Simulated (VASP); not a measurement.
Br: single point with LDA

Br:

```
Br
1.0
     3.42921   -2.36810    0.00000
     3.42921    2.36810    0.00000
     0.00000    0.00000    8.87298
Br
4
Direct
  0.36510 0.63490 0.39010
  0.13490 0.86510 0.89010
  0.63490 0.36510 0.60990
  0.86510 0.13490 0.10990
```

```
Program                : VASP 6.6.1
Task                   : single point
Functional             : LDA
Potentials or basis    : VASP PAW LDA potentials, release 64 (Br)
Cutoff                 : 520 eV
k mesh                 : 7 × 7 × 3
Occupations            : fermi-dirac, width 0.05 eV
Spin                   : no spin polarisation
Dipole correction      : no
Further INCAR settings : ALGO = Normal; EDIFF = 1e-06; NBANDS = 22
```

* Pressure: -2.5 GPa
* Largest force: 0.160 eV/Å
* Band gap on the k mesh: 1.58 eV (least direct gap 1.60 eV)

Forces on the atoms (eV/Å):
```
Br   0.000 -0.048 -0.152
Br   0.000  0.048 -0.152
Br   0.000  0.048  0.152
Br   0.000 -0.048  0.152
```

Stress tensor (GPa, compression positive):
```
-1.16  0.00  0.00
 0.00 -3.04  0.00
 0.00  0.00 -3.23
```

Levels at points of the mesh, in eV from the valence-band top:
| k point | band 12 | band 13 | band 14 | band 15 | band 16 | band 17 |
| --- | --- | --- | --- | --- | --- | --- |
| (0.00, 0.00, 0.00) | -0.33 | -0.05 | -0.02 | 1.58 | 2.32 | 5.51 |

It took 48 s on 1 thread of Intel(R) Xeon(R) Platinum 8488C (Sapphire Rapids), on a shared host, peak memory 0.23 GiB.

A k mesh can miss the band edges. LDA gaps usually lie below the measured ones, often by a third to a half.
